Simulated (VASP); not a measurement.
# Ir (Fm-3m) in VASP: notebook, part 2 of 2

VASP 6.6.1.

## Step 5: Single point, PBE

This run uses another cell than the first one, of 15.18 Å³/atom, 1.174 times its volume.

The input, INCAR:

```
SYSTEM = Ir
ALGO = Normal
EDIFF = 1E-6
ENCUT = 520
GGA = PE
ISIF = 2
ISMEAR = 1
LASPH = .TRUE.
LCHARG = .FALSE.
LREAL = .FALSE.
LWAVE = .FALSE.
NBANDS = 10
NELM = 80
PREC = Accurate
SIGMA = 0.1
```

The input, KPOINTS:

```
k-points
0
G
  13 13 13
  0 0 0
```

The input, POSCAR:

```
Ir
1.0
    0.0000000000      1.9653779541      1.9653779541
    1.9653779541      0.0000000000      1.9653779541
    1.9653779541      1.9653779541      0.0000000000
Ir
1
Direct
    0.0000000000      0.0000000000      0.0000000000
```

Potentials or basis: VASP PAW PBE potentials, release 64 (Ir).

The run is started by

```console
cat potpaw_PBE.64/Ir/POTCAR > POTCAR
mpirun -np 1 vasp_std > vasp.out
```

OUTCAR:

```text
SYSTEM = Ir
   EDIFF = 1E-6
   ENCUT = 520
   GGA = PE
   ISIF = 2
   ISMEAR = 1
   LASPH = .TRUE.
   LREAL = .FALSE.
   NELM = 80
   PREC = Accurate

 ion  position               nearest neighbor table
   1  0.000  0.000  0.000-

  LATTYP: Found a face centered cubic cell.
 ALAT       =     3.9307559082

  Lattice vectors:

 A1 = (   0.0000000000,   1.9653779541,   1.9653779541)
 A2 = (   1.9653779541,   0.0000000000,   1.9653779541)
 A3 = (   1.9653779541,   1.9653779541,   0.0000000000)

Analysis of symmetry for initial positions (statically):
=====================================================================
 Subroutine PRICEL returns:
 Original cell was already a primitive cell.

 Routine SETGRP: Setting up the symmetry group for a
 face centered cubic supercell.

 Subroutine GETGRP returns: Found 48 space group operations
 (whereof 48 operations were pure point group operations)
 out of a pool of 48 trial point group operations.

The static configuration has the point symmetry O_h .

Analysis of symmetry for dynamics (positions and initial velocities):
=====================================================================
 Subroutine PRICEL returns:
 Original cell was already a primitive cell.

 Routine SETGRP: Setting up the symmetry group for a
 face centered cubic supercell.

 Subroutine GETGRP returns: Found 48 space group operations
 (whereof 48 operations were pure point group operations)
 out of a pool of 48 trial point group operations.

The dynamic configuration has the point symmetry O_h .

 Subroutine INISYM returns: Found 48 space group operations
 (whereof 48 operations are pure point group operations),
 and found     1 'primitive' translations

----------------------------------------------------------------------------------------

                                     Primitive cell

  volume of cell :      15.1834

  direct lattice vectors                    reciprocal lattice vectors
     0.000000000  1.965377954  1.965377954    -0.254403993  0.254403993  0.254403993
     1.965377954  0.000000000  1.965377954     0.254403993 -0.254403993  0.254403993
     1.965377954  1.965377954  0.000000000     0.254403993  0.254403993 -0.254403993

  length of vectors
     2.779464158  2.779464158  2.779464158     0.440640642  0.440640642  0.440640642

  position of ions in fractional coordinates (direct lattice)
     0.000000000  0.000000000  0.000000000

  ion indices of the primitive-cell ions
   primitive index   ion index
                 1           1

----------------------------------------------------------------------------------------

 KPOINTS: k-points

Automatic generation of k-mesh.
 Grid dimensions read from file:
 generate k-points for:   13   13   13

 Generating k-lattice:

  Cartesian coordinates                     Fractional coordinates (reciprocal lattice)
    -0.019569538  0.019569538  0.019569538     0.076923077  0.000000000  0.000000000
     0.019569538 -0.019569538  0.019569538     0.000000000  0.076923077  0.000000000
     0.019569538  0.019569538 -0.019569538     0.000000000  0.000000000  0.076923077

  Length of vectors
     0.033895434  0.033895434  0.033895434

  Shift w.r.t. Gamma in fractional coordinates (k-lattice)
     0.000000000  0.000000000  0.000000000

 Subroutine IBZKPT returns following result:
 ===========================================

 Found     84 irreducible k-points:

 Following reciprocal coordinates:
            Coordinates               Weight
  0.000000  0.000000  0.000000      1.000000
  0.076923  0.000000  0.000000      8.000000
  0.153846  0.000000  0.000000      8.000000
  0.230769  0.000000  0.000000      8.000000
  0.307692  0.000000  0.000000      8.000000
  0.384615  0.000000  0.000000      8.000000
[... 16 lines left out ...]
  0.384615  0.153846  0.000000     24.000000
  0.461538  0.153846  0.000000     24.000000
 [... further k-points ...]
   k-points           NKPTS =     84   k-points in BZ     NKDIM =     84   number of bands    NBANDS=     10
   number of dos      NEDOS =    301   number of ions     NIONS =      1
   total plane-waves  NPLWV =  13824
   dimension x,y,z NGX =    24 NGY =   24 NGZ =   24
   dimension x,y,z NGXF=    48 NGYF=   48 NGZF=   48
   ions per type =               1
   NGX,Y,Z   is equivalent  to a cutoff of  14.35, 14.35, 14.35 a.u.
   NGXF,Y,Z  is equivalent  to a cutoff of  28.71, 28.71, 28.71 a.u.
 SYSTEM =  Ir
   PREC   = accura    normal or accurate (medium, high low for compatibility)
   ISTART =      0    job   : 0-new  1-cont  2-samecut
   ICHARG =      2    charge: 1-file 2-atom 10-const
   ISPIN  =      1    spin polarized calculation?
   LNONCOLLINEAR =      F non collinear calculations
   LSORBIT =      F    spin-orbit coupling
   LASPH  =      T    aspherical Exc in radial PAW
   ENCUT  =  520.0 eV  38.22 Ry    6.18 a.u.   5.17  5.17  5.17*2*pi/ulx,y,z
   NELM   =     80;   NELMIN=  2; NELMDL= -5     # of ELM steps
   EDIFF  = 0.1E-05   stopping-criterion for ELM
   LREAL  =      F    real-space projection
   EDIFFG = 0.1E-04   stopping-criterion for IOM
   NSW    =      0    number of steps for IOM
   IBRION =     -1    ionic relax: 0-MD 1-quasi-New 2-CG
   NFREE  =      0    steps in history (QN), initial steepest desc. (CG)
   ISIF   =      2    stress and relaxation
   ISYM   =      2    0-nonsym 1-usesym 2-fastsym
   POTIM  = 0.5000    time-step for ionic-motion
   TEBEG  =    0.0;   TEEND  =   0.0 temperature during run
   PSTRESS=    0.0 pullay stress
   NELECT =       9.0000    total number of electrons
   NUPDOWN=      -1.0000    fix difference up-down
   EMIN   =  10.00;   EMAX   =-10.00  energy-range for DOS
   EFERMI =   0.00;   METHOD = LEGACY
   ISMEAR =     1;   SIGMA  =   0.10  broadening in eV -4-tet -1-fermi 0-gaus
   EFERMI_NEDOS =   21; number of points for ismear=-14 and -15
   IALGO  =     38    algorithm
   IMIX   =      4    mixing-type and parameters
     AMIX     =   0.40;   BMIX     =  1.00
     AMIX_MAG =   1.60;   BMIX_MAG =  1.00
  volume/ion in A,a.u.               =      15.18       102.46
  Fermi-wavevector in a.u.,A,eV,Ry     =   1.375201  2.598754 25.731045  1.891178
  Thomas-Fermi vector in A             =   2.500559
   LORBIT       =      0    0 simple, 1 ext, 2 COOP (PROOUT), +10 PAW based schemes
   GGA     = PE    functional components
   LHFCALC =     F    Hartree Fock is set to
   AEXX    =    0.0000 exact exchange contribution
   IVDW    =     0    specifies the selected vdW correction
   LEPSILON=     F    determine dielectric tensor
   LRPA    =     F    only Hartree local field effects (RPA)
 non-spin polarized calculation
 Methfessel and Paxton  Order N= 1 SIGMA  =   0.10
  energy-cutoff  :      520.00
  volume of cell :       15.18
 maximum number of plane-waves:       423
 NGX is ok and might be reduce to    24
   NGX = 11   NGY = 11   NGZ = 11

 number of electron       9.0000001 magnetization

 Free energy of the ion-electron system (eV)
  ---------------------------------------------------
  ext. energy  EPLUGINS =         0.00000000
  ---------------------------------------------------
  free energy    TOTEN  =        -8.81298140 eV

  energy without entropy =       -8.81297239  energy(sigma->0) =       -8.81297840

 E-fermi :   9.2247     XC(G=0): -13.5688

 val. band max:        9.1918395019   @ k =  -0.3077   0.3077   0.0769
 cond. band min:       9.2379439237   @ k =   0.3077   0.2308   0.0000
 fundamental gap:      0.0461044218
 Fermi energy:         9.2246745798

 k-point     1 :       0.0000    0.0000    0.0000
  band No.  band energies     occupation
      1      -1.1530      2.00000
      2       5.7361      2.00000
      3       5.7361      2.00000
      4       5.7361      2.00000
      5       8.1393      2.00000
      6       8.1393      2.00000
      7      23.6604      0.00000
      8      28.8353      0.00000
      9      28.8353      0.00000
     10      28.8353      0.00000
[... 287 lines left out ...]
 k-point    24 :       0.4615    0.1538    0.0000
  band No.  band energies     occupation
      1       2.5297      2.00000
      2       5.0924      2.00000
      3       5.9844      2.00000
      4       6.4600      2.00000
      5      10.0650     -0.00000
      6      11.2104     -0.00000
      7      17.2803      0.00000
      8      24.6379      0.00000
      9      26.9491      0.00000
     10      28.0338      0.00000

 [... further k-points ...]

------------------------ aborting loop because EDIFF is reached ----------------------------------------

  FORCE on cell =-STRESS in cart. coord.  units (eV):
  Direction    XX          YY          ZZ          XY          YZ          ZX
  --------------------------------------------------------------------------------------
  -------------------------------------------------------------------------------------
  Total       -1.3041742     -1.3041742     -1.3041742      0.0000000     -0.0000000     -0.0000000
  in kB     -137.6188533   -137.6188533   -137.6188533      0.0000000     -0.0000000     -0.0000000
  external PRESSURE =    -137.6188533 kB  Pullay stress =       0.0000000 kB

 VOLUME and BASIS-vectors are now :
 -----------------------------------------------------------------------------
  energy-cutoff  :      520.00
  volume of cell :       15.18
      direct lattice vectors                 reciprocal lattice vectors
     0.000000000  1.965377954  1.965377954    -0.254403993  0.254403993  0.254403993
     1.965377954  0.000000000  1.965377954     0.254403993 -0.254403993  0.254403993
     1.965377954  1.965377954  0.000000000     0.254403993  0.254403993 -0.254403993

 POSITION                                       TOTAL-FORCE (eV/Angst)
 -----------------------------------------------------------------------------------
      0.00000      0.00000      0.00000         0.000000      0.000000      0.000000
 -----------------------------------------------------------------------------------
    total drift:                               -0.000000      0.000000      0.000000

  FREE ENERGIE OF THE ION-ELECTRON SYSTEM (eV)
  ---------------------------------------------------
  free  energy   TOTEN  =        -8.8129813999 eV

  energy  without entropy=       -8.8129723875  energy(sigma->0) =       -8.81297840
```

OSZICAR:

```text
N       E                     dE             d eps       ncg     rms          rms(c)
DAV:   1     0.465996670460E+02    0.46600E+02   -0.43026E+03  1712   0.806E+02
DAV:   2    -0.847043491474E+01   -0.55070E+02   -0.51834E+02  1712   0.191E+02
DAV:   3    -0.938680652735E+01   -0.91637E+00   -0.91140E+00  1996   0.302E+01
DAV:   4    -0.939497916788E+01   -0.81726E-02   -0.81708E-02  1880   0.263E+00
DAV:   5    -0.939514947993E+01   -0.17031E-03   -0.17031E-03  1906   0.374E-01    0.126E+01
DAV:   6    -0.889481005284E+01    0.50034E+00   -0.98647E-01  1896   0.119E+01    0.490E+00
DAV:   7    -0.881846675116E+01    0.76343E-01   -0.26079E-01  1976   0.561E+00    0.150E+00
DAV:   8    -0.881628610521E+01    0.21806E-02   -0.19983E-03  1812   0.453E-01    0.115E+00
DAV:   9    -0.881297396767E+01    0.33121E-02   -0.21208E-03  1888   0.629E-01    0.153E-02
DAV:  10    -0.881297981999E+01   -0.58523E-05   -0.12123E-05  2284   0.331E-02    0.258E-02
DAV:  11    -0.881298139864E+01   -0.15787E-05   -0.10824E-06  1410   0.122E-02    0.115E-03
DAV:  12    -0.881298139990E+01   -0.12578E-08   -0.31069E-08   894   0.197E-03
   1 F= -.88129814E+01 E0= -.88129784E+01  d E =-.901236E-05
```

Run time: 34 s. Hardware: 1 thread of AMD EPYC 7R13, shared host; peak memory 0.12 GiB.

Results:

| Item | Value |
| --- | --- |
| Free energy | -8.8130 eV |
| Pressure | -13.8 GPa |

Caveat: spin-orbit coupling is left out, which moves the levels of the heavy elements.

## Step 6: Summary

| cell | gap on the mesh (eV) | pressure (GPa) |
| --- | --- | --- |
| a = 2.635 Å, angles 60.0°, 1 atom | none | 54.5 |
| a = 2.672 Å, angles 60.0°, 1 atom | none | 31.0 |
| a = 2.745 Å, angles 60.0°, 1 atom | none | -2.2 |
| a = 2.779 Å, angles 60.0°, 1 atom | none | -13.8 |

Alike in all rows: task single point; level PBE; potentials or basis VASP PAW PBE potentials, release 64 (Ir); no spin polarisation; k mesh 13 × 13 × 13; cutoff (eV) 520; smearing methfessel-paxton 0.1 eV.

Caveats: spin-orbit coupling is left out, which moves the levels of the heavy elements.

Absolute energies hang on the potentials; compare differences alone.
